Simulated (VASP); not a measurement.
# ScAl3 (P4/mmm) in VASP: further runs, part 2 of 2

VASP 6.6.1. The steps go on from the part before.

### 4 Single point, PBEsol (strain +0.040 along x and y, -0.080 along z)

File INCAR:

```
SYSTEM = ScAl3
ALGO = Fast
EDIFF = 1E-6
ENCUT = 520
GGA = PS
ISIF = 2
ISMEAR = 0
LASPH = .True.
LCHARG = .False.
LREAL = .False.
LWAVE = .False.
NBANDS = 18
NELM = 100
PREC = Accurate
SIGMA = 0.15
```

File KPOINTS:

```
k-points
0
Gamma
  12 12 12
  0 0 0
```

File POSCAR:

```
ScAl3
1.0
    4.2341505607      0.0000000000      0.0000000000
    0.0000000000      4.2341505607      0.0000000000
    0.0000000000      0.0000000000      3.7455947268
Sc Al
1 3
Direct
    0.0000000000      0.0000000000      0.0000000000
    0.5000000000      0.0000000000      0.5000000000
    0.0000000000      0.5000000000      0.5000000000
    0.5000000000      0.5000000000      0.0000000000
```

Command:

```
$ cat potpaw_PBE.64/Sc_sv/POTCAR potpaw_PBE.64/Al/POTCAR > POTCAR
$ mpirun -np 1 vasp_std > vasp.out
```

Run time: 2 min. Hardware: 1 thread of AMD EPYC 9R45 (Zen 5), shared host; peak memory 0.31 GiB.

The run converged. Its results:

```
Free energy            : -20.4925 eV
Pressure               : 1.4 GPa
Band gap on the k mesh : zero (bands 10 and 11 overlap by 3.47 eV)
```

Stress tensor (GPa, compression positive):
```
-3.48  0.00  0.00
 0.00 -3.48  0.00
 0.00  0.00 11.16
```

Levels at points of the mesh, in eV from the Fermi level:
```tsv
k point	band 6	band 7	band 8	band 9	band 10	band 11	band 12	band 13	band 14	band 15
(0.00, 0.00, 0.00)	-3.29	-2.36	-2.36	-2.15	-0.51	0.99	1.18	1.54	1.54	4.94
(0.50, 0.00, 0.00)	-7.50	-2.25	-1.46	-0.79	0.17	0.49	1.69	1.78	2.16	2.54
(0.50, 0.50, 0.00)	-6.02	-6.02	-4.41	0.11	0.11	1.72	2.02	2.16	2.20	4.53
(0.00, 0.00, 0.50)	-7.13	-1.99	-1.99	-1.78	0.58	0.68	0.68	1.25	1.58	3.14
(0.50, 0.00, 0.50)	-5.56	-5.26	-4.39	-0.95	-0.62	0.88	0.90	1.88	2.83	3.20
(0.50, 0.50, 0.50)	-4.79	-4.70	-4.50	-3.11	-3.11	-2.57	0.82	2.28	3.25	3.88
```

Caveat: the cell differs from its parent crystal (strain +0.040 along x and y, -0.080 along z); the stress differs along the axes, from -3 to 11 GPa; the PAW data sets were made with another functional, which shifts forces and pressure a little.

### 5 Single point, PBEsol (strain +0.040 along x and y, -0.040 along z)

File INCAR:

```
  PREC = Accurate
  ENCUT = 520
  EDIFF = 1E-6
  ISMEAR = 0
  SIGMA = 0.15
  LREAL = F
  LASPH = T
  NELM = 100
  ALGO = Fast
  ISIF = 2
  LWAVE = F
  LCHARG = F
  GGA = PS
  NBANDS = 18
```

File KPOINTS:

```
regular mesh
0
Gamma
  12 12 12
```

Changes to POSCAR since step 4:

```diff
@@ -4,3 +4,3 @@
     0.0000000000      4.2341505607      0.0000000000
-    0.0000000000      0.0000000000      3.7455947268
+    0.0000000000      0.0000000000      3.9084466715
 Sc Al
```

Command:

```
$ cat potpaw_PBE.64/Sc_sv/POTCAR potpaw_PBE.64/Al/POTCAR > POTCAR
$ mpirun -np 1 vasp_std > vasp.out
```

Run time: 2.1 min. Hardware: 1 thread of AMD EPYC 9R45 (Zen 5), shared host; peak memory 0.32 GiB.

It converged, with:

| Property | Result |
| --- | --- |
| Free energy | -20.6294 eV |
| Pressure | -2.7 GPa |
| Band gap on the k mesh | zero (bands 10 and 11 overlap by 3.55 eV) |

Stress tensor (GPa, compression positive):
```
-5.99  0.00  0.00
 0.00 -5.99  0.00
 0.00  0.00  3.75
```

Levels at points of the mesh, in eV from the Fermi level:
| k point | band 6 | band 7 | band 8 | band 9 | band 10 | band 11 | band 12 | band 13 | band 14 | band 15 |
| --- | --- | --- | --- | --- | --- | --- | --- | --- | --- | --- |
| (0.00, 0.00, 0.00) | -3.01 | -2.24 | -2.13 | -2.13 | -1.00 | 1.10 | 1.22 | 1.41 | 1.41 | 4.59 |
| (0.50, 0.00, 0.00) | -7.31 | -1.99 | -1.38 | -1.10 | 0.38 | 0.63 | 1.66 | 1.66 | 1.79 | 1.96 |
| (0.50, 0.50, 0.00) | -5.81 | -5.81 | -4.31 | -0.13 | -0.13 | 1.76 | 1.79 | 1.92 | 2.12 | 4.02 |
| (0.00, 0.00, 0.50) | -7.08 | -1.84 | -1.84 | -1.60 | 0.46 | 0.75 | 0.75 | 1.27 | 1.56 | 2.69 |
| (0.50, 0.00, 0.50) | -5.52 | -5.34 | -4.29 | -0.78 | -0.57 | 1.00 | 1.02 | 1.91 | 2.79 | 2.92 |
| (0.50, 0.50, 0.50) | -4.74 | -4.68 | -4.36 | -3.01 | -3.01 | -2.68 | 0.80 | 2.31 | 2.86 | 3.76 |

Caveat: the cell differs from its parent crystal (strain +0.040 along x and y, -0.040 along z); the stress differs along the axes, from -6 to 4 GPa; the PAW data sets were made with another functional, which shifts forces and pressure a little.

### 6 Single point, PBEsol (strain +0.080 along x and y, -0.080 along z)

Changes to INCAR since step 5:

```diff
@@ -11,4 +11,6 @@
   LWAVE = F
-  LCHARG = F
+  LCHARG = T
   GGA = PS
+  LELF = T
+  LVHAR = T
   NBANDS = 18
```

File KPOINTS:

```
Automatic mesh
0
Gamma
  12 12 12
```

File POSCAR:

```
ScAl3
1.0
    4.3970025054      0.0000000000      0.0000000000
    0.0000000000      4.3970025054      0.0000000000
    0.0000000000      0.0000000000      3.7455947268
Sc Al
1 3
Direct
    0.0000000000      0.0000000000      0.0000000000
    0.5000000000      0.0000000000      0.5000000000
    0.0000000000      0.5000000000      0.5000000000
    0.5000000000      0.5000000000      0.0000000000
```

Potentials or basis: VASP PAW PBE potentials, release 64 (Sc_sv, Al).

Command:

```
$ cat potpaw_PBE.64/Sc_sv/POTCAR potpaw_PBE.64/Al/POTCAR > POTCAR
$ mpirun -np 1 vasp_std > vasp.out
```

OUTCAR:

```text
PREC = Accurate
   ENCUT = 520
   EDIFF = 1E-6
   ISMEAR = 0
   LREAL = F
   LASPH = T
   NELM = 100
   ISIF = 2
   GGA = PS

 ion  position               nearest neighbor table
   1  0.000  0.000  0.000-   2 2.89   3 2.89   2 2.89   3 2.89   3 2.89   3 2.89   2 2.89   2 2.89
                             4 3.11   4 3.11   4 3.11   4 3.11
   2  0.500  0.000  0.500-   1 2.89   4 2.89   1 2.89   4 2.89   4 2.89   4 2.89   1 2.89   1 2.89
                             3 3.11   3 3.11   3 3.11   3 3.11
   3  0.000  0.500  0.500-   1 2.89   4 2.89   1 2.89   4 2.89   1 2.89   1 2.89   4 2.89   4 2.89
                             2 3.11   2 3.11   2 3.11   2 3.11
   4  0.500  0.500  0.000-   2 2.89   3 2.89   2 2.89   3 2.89   2 2.89   2 2.89   3 2.89   3 2.89
                             1 3.11   1 3.11   1 3.11   1 3.11

  LATTYP: Found a simple tetragonal cell.
 ALAT       =     4.3970025054
 C/A-ratio  =     0.8518518518

  Lattice vectors:

 A1 = (   4.3970025054,   0.0000000000,   0.0000000000)
 A2 = (   0.0000000000,   4.3970025054,   0.0000000000)
 A3 = (   0.0000000000,   0.0000000000,   3.7455947268)

Analysis of symmetry for initial positions (statically):
[... 183 lines left out ...]
 fundamental gap:      0.0139237005
 Fermi energy:         6.6565904762

 k-point     1 :       0.0000    0.0000    0.0000
  band No.  band energies     occupation
      1     -42.3030      2.00000
      2     -21.1088      2.00000
      3     -21.1088      2.00000
      4     -21.0048      2.00000
      5      -3.0342      2.00000
      6       3.2913      2.00000
[... 481 lines left out ...]
      5      -1.0183      2.00000
      6       0.5292      2.00000
[... 10 lines left out ...]
     17      11.5404      0.00000
     18      11.8059      0.00000

 [... further k-points ...]

------------------------ aborting loop because EDIFF is reached ----------------------------------------

  FORCE on cell =-STRESS in cart. coord.  units (eV):
  Direction    XX          YY          ZZ          XY          YZ          ZX
  --------------------------------------------------------------------------------------
  -------------------------------------------------------------------------------------
  Total       -3.7976133     -3.7976133      2.1187477      0.0000000      0.0000000      0.0000000
  in kB      -84.0208584    -84.0208584     46.8765466      0.0000000      0.0000000      0.0000000
  external PRESSURE =     -40.3883900 kB  Pullay stress =       0.0000000 kB

 VOLUME and BASIS-vectors are now :
 -----------------------------------------------------------------------------
  energy-cutoff  :      520.00
  volume of cell :       72.42
      direct lattice vectors                 reciprocal lattice vectors
     4.397002505  0.000000000  0.000000000     0.227427662  0.000000000  0.000000000
     0.000000000  4.397002505  0.000000000     0.000000000  0.227427662  0.000000000
     0.000000000  0.000000000  3.745594727     0.000000000  0.000000000  0.266980299

 POSITION                                       TOTAL-FORCE (eV/Angst)
 -----------------------------------------------------------------------------------
      0.00000      0.00000      0.00000         0.000000      0.000000      0.000000
      2.19850      0.00000      1.87280         0.000000      0.000000      0.000000
      0.00000      2.19850      1.87280         0.000000      0.000000      0.000000
      2.19850      2.19850      0.00000         0.000000      0.000000      0.000000
 -----------------------------------------------------------------------------------
    total drift:                               -0.000000     -0.000000     -0.000000

  FREE ENERGIE OF THE ION-ELECTRON SYSTEM (eV)
  ---------------------------------------------------
  free  energy   TOTEN  =       -20.2892631905 eV

  energy  without entropy=      -20.2677099832  energy(sigma->0) =      -20.27848659
```

It took 3 min on 1 thread of AMD EPYC 9R45 (Zen 5), shared host; peak memory 0.34 GiB.

What came out:

```yaml
Free_energy: -20.2893 eV
Pressure: -4.0 GPa
Band_gap_on_the_k_mesh: zero (bands 10 and 11 overlap by 3.38 eV)
```

Caveat: the cell differs from its parent crystal (strain +0.080 along x and y, -0.080 along z); the stress differs along the axes, from -8 to 5 GPa; the PAW data sets were made with another functional, which shifts forces and pressure a little.

### 7 Overview

```tsv
cell	further INCAR settings	gap on the mesh (eV)	pressure (GPa)
a = 3.908, b = 3.908, c = 4.234 Å, 4 atoms	ALGO = Fast; EDIFF = 1e-06; NBANDS = 18	none	4.9
a = 3.908, b = 3.908, c = 4.397 Å, 4 atoms	ALGO = Fast; EDIFF = 1e-07; NBANDS = 18	none	1.8
a = 4.234, b = 4.234, c = 3.746 Å, 4 atoms	ALGO = Fast; EDIFF = 1e-06; NBANDS = 18	none	1.4
a = 4.234, b = 4.234, c = 3.908 Å, 4 atoms	ALGO = Fast; EDIFF = 1e-06; NBANDS = 18	none	-2.7
a = 4.397, b = 4.397, c = 3.746 Å, 4 atoms	ALGO = Fast; EDIFF = 1e-06; NBANDS = 18	none	-4.0
```

Alike in all rows: task single point; level PBEsol; potentials or basis VASP PAW PBE potentials, release 64 (Sc_sv, Al); no spin polarisation; k mesh 12 × 12 × 12; cutoff (eV) 520; smearing gaussian 0.15 eV.

Caveats: the PAW data sets were made with another functional, which shifts forces and pressure a little; the stress differs along the axes, from -4 to 9 GPa (at least some runs); the stress differs along the axes, from -10 to 8 GPa (at least some runs); the stress differs along the axes, from -3 to 11 GPa (at least some runs); the stress differs along the axes, from -6 to 4 GPa (at least some runs); the stress differs along the axes, from -8 to 5 GPa (at least some runs).

Absolute energies hang on the potentials; compare differences alone.
